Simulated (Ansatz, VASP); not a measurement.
# CaInC4N4 in VASP and in Ansatz

```
Ca In C N
1.0
     6.56321    0.00000    0.00000
     0.00000    6.56321    0.00000
     0.00000    0.00000    6.56321
Ca In C N
1 1 4 4
Direct
  0.50000 0.50000 0.50000
  0.00000 0.00000 0.00000
  0.19050 0.19050 0.19050
  0.19050 0.80950 0.80950
  0.80950 0.19050 0.80950
  0.80950 0.80950 0.19050
  0.29375 0.29375 0.29375
  0.29375 0.70625 0.70625
  0.70625 0.29375 0.70625
  0.70625 0.70625 0.29375
```

Alike in both runs: functional PBE; k mesh 4 × 4 × 4; occupations gaussian, width 0.1 eV; no spin polarisation.

Ansatz relaxed the structure, and its values are those at the end. VASP's run is a single point on that final structure, the one shown.

|  | VASP | Ansatz |
| --- | --- | --- |
| version | VASP 6.6.1 | Ansatz 0.2.0 |
| potentials or method | VASP PAW PBE potentials, release 64 (Ca_sv, In_d, C, N), cutoff 520 eV | scalar-relativistic, plane waves, PAW |
| valence electrons in the cell | 59 | 59 |

```csv
,VASP,Ansatz,Ansatz less VASP
gap on the k mesh at the Fermi level (eV),none,none,-
pressure (GPa),0.4,0.1,-0.30
rms of the force components (eV/Å),0.187,0.004,-0.1828
```

A gap of «none» marks a metal or a gap that the smearing closes. One of these differences is far larger than is usual between the two programs; its cause wasn't traced.

Noted on VASP's run: the standard files for N, O and F lose accuracy on very short bonds.
